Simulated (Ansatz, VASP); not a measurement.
**MnO2 in VASP and in Ansatz**

File INCAR:

```
SYSTEM = MnO2
  PREC = Accurate
  ENCUT = 520
  EDIFF = 1E-6
  ISMEAR = -1
  SIGMA = 0.1
  LREAL = .FALSE.
  LASPH = .TRUE.
  NELM = 150
  ALGO = Normal
  ISIF = 2
  LWAVE = .FALSE.
  LCHARG = .FALSE.
  ISPIN = 2
  MAGMOM = 4.5 4.5 0 0 0 0
  LORBIT = 11
  LMAXMIX = 4
  LDAU = .TRUE.
  LDAUTYPE = 2
  LDAUL = 2 -1
  LDAUU = 6.7 0
  LDAUJ = 0 0
  LDAUPRINT = 1
  GGA = PE
  NBANDS = 38
```

File KPOINTS:

```
regular mesh
0
G
  4 4 7
  0 0 0
```

File POSCAR:

```
MnO2
1.0
    4.3950000000      0.0000000000      0.0000000000
    0.0000000000      4.3950000000      0.0000000000
    0.0000000000      0.0000000000      2.8600000000
Mn O
2 4
Direct
    0.0000000000      0.0000000000      0.0000000000
    0.5000000000      0.5000000000      0.5000000000
    0.3030000000      0.3030000000      0.0000000000
    0.1970000000      0.8030000000      0.5000000000
    0.6970000000      0.6970000000      0.0000000000
    0.8030000000      0.1970000000      0.5000000000
```

Input for Ansatz:

```yaml
crystal:
  lattice:
    - [4.395, 0.0, 0.0]
    - [0.0, 4.395, 0.0]
    - [0.0, 0.0, 2.86]
  atoms:
    - { symbol: Mn, position: [0.0, 0.0, 0.0], spin: 4.5 }
    - { symbol: Mn, position: [0.5, 0.5, 0.5], spin: 4.5 }
    - { symbol: O, position: [0.303, 0.303, 0.0] }
    - { symbol: O, position: [0.197, 0.803, 0.5] }
    - { symbol: O, position: [0.697, 0.697, 0.0] }
    - { symbol: O, position: [0.803, 0.197, 0.5] }
magnetization:
  spin_polarized: true
hamiltonian:
  xc: pbe
  pseudopotentials: { kind: paw }
  hubbard: { sites: [{ species: Mn, l: d, u_eff: 6.7 }] }
basis:
  ecutwfc: 420
kpoints:
  mp_grid: { grid: [4, 4, 7] }
scf:
  occupations: { method: fermi_dirac, width: 0.1 }
  lower_state_search: "off"
output:
  forces: true
  stress: true
```

Alike in both runs: task single point; functional PBE; k mesh 4 × 4 × 7; occupations fermi-dirac, width 0.1 eV; collinear spin; Hubbard terms Mn d U = 6.7 eV.

```csv
,VASP,Ansatz
version,VASP 6.6.1,Ansatz 0.2.0
potentials or method,"VASP PAW PBE potentials, release 64 (Mn_pv, O), cutoff 520 eV","PAW, plane waves, scalar-relativistic"
valence electrons in the cell,50,54
```

Ansatz gave:

| Property | Result |
| --- | --- |
| pressure (GPa) | 21.7 |
| traceless stress, the component that is largest in VASP (GPa) | 6.36 |
| rms of the force components (eV/Å) | 0.031 |
| net moment per atom (μB) | 1.01 |
| size of the moment on the site where the two differ most (μB) | 2.97 |

Which values does VASP return?

Pressure (GPa): 20.7; traceless stress, the component that is largest in VASP (GPa): 5.34; rms of the force components (eV/Å): 0.038; net moment per atom (μB): 1.01; size of the moment on the site where the two differ most (μB): 3.35.

Site moments also hang on the region over which each program counts them. The programs project onto different local orbitals, so the same U acts differently, and such runs can settle in different states. Atom by atom the forces differ by 0.007 eV/Å (rms over components). VASP's potentials hold 50 valence electrons a cell and Ansatz's 54, so a difference there can come from the potentials and not from the codes. Ansatz's warnings: filled band counts differ across k points.
